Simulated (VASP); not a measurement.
Runs of VASP 6.6.1 on SbS. The structure is that of space group Cmcm (No. 63), or close to it. The cells are those of the table. 

| task | cell | k mesh | cutoff (eV) | gap on the mesh (eV) | pressure (GPa) | relaxed volume (Å³/atom) | largest force (eV/Å) |
| --- | --- | --- | --- | --- | --- | --- | --- |
| relaxation of cell and atoms | relaxed from a = 6.685, b = 6.685, c = 3.653 Å, angles 90.0, 90.0, 144.0°, 4 atoms | 4 × 4 × 6 | 600 | none | -0.1 | (a) | 0.03 |
| single point | a = 6.709, b = 6.709, c = 3.628 Å, angles 90.0, 90.0, 144.2°, 4 atoms | 4 × 4 × 6 | 520 | none | -0.3 | - | 0.02 |
| single point | a = 6.385, b = 6.385, c = 3.602 Å, angles 90.0, 90.0, 139.7°, 4 atoms | 12 × 12 × 12 | 520 | none | -0.2 | - | 0.01 |
| single point | a = 7.035, b = 7.035, c = 4.971 Å, angles 90.0, 90.0, 138.4°, 4 atoms | 4 × 4 × 4 | 520 | none | -9.7 | - | (b) |
| relaxation of cell and atoms | relaxed from a = 7.035, b = 7.035, c = 4.971 Å, angles 90.0, 90.0, 138.4°, 4 atoms | 4 × 4 × 4 | 600 | none | 0.1 | 23.40 | 0.03 |

Alike in all rows: level PBE; potentials or basis VASP PAW PBE potentials, release 64 (Sb, S); no spin polarisation; smearing gaussian 0.1 eV.

Problem. Fill in the values left out.

Solution. (a) 23.86; (b) 1.01.

Caveats: some runs use coarse meshes; spin-orbit coupling is left out, which moves the levels of the heavy elements; forces of over 1 eV/Å act on the atoms, so gaps and moduli don't describe the material at rest (some runs); the volume moved by over 15 % at a fixed basis, so the end points are rough (some runs).

A k mesh can miss the band edges, and the runs leave out spin-orbit coupling on Sb.

A gap of «none» marks levels without a gap at the run's occupations.
